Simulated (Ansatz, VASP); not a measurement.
**LaO4: VASP beside Ansatz**

```
CELL_PARAMETERS angstrom
4.22658 0.00000 0.00000
-2.11329 3.66033 0.00000
0.00000 0.00000 3.84782
ATOMIC_POSITIONS crystal
La 0.00000 0.00000 0.50000
O 0.33333 0.66667 0.18144
O 0.33333 0.66667 0.81856
O 0.66667 0.33333 0.81856
O 0.66667 0.33333 0.18144
```

Alike in both runs: functional PBE; k mesh 6 × 6 × 4; occupations gaussian, width 0.1 eV; no spin polarisation.

Ansatz relaxed the structure, and its values are those at the end. VASP's run is a single point on that final structure, the one shown.

|  | VASP | Ansatz |
| --- | --- | --- |
| version | VASP 6.6.1 | Ansatz 0.2.0 |
| potentials or method | VASP PAW PBE potentials, release 64 (La, O), cutoff 520 eV | scalar-relativistic, plane waves, PAW |
| valence electrons in the cell | 35 | 35 |

```tsv
	VASP	Ansatz	Ansatz less VASP
gap on the k mesh at the Fermi level (eV)	none	none	-
pressure (GPa)	0.3	-0.1	-0.39
rms of the force components (eV/Å)	0.156	0.002	-0.1544
```

A gap of «none» marks a metal or a gap that the smearing closes.

The k mesh is coarse, so the values compare programs but aren't converged. Spin-orbit coupling is off throughout.
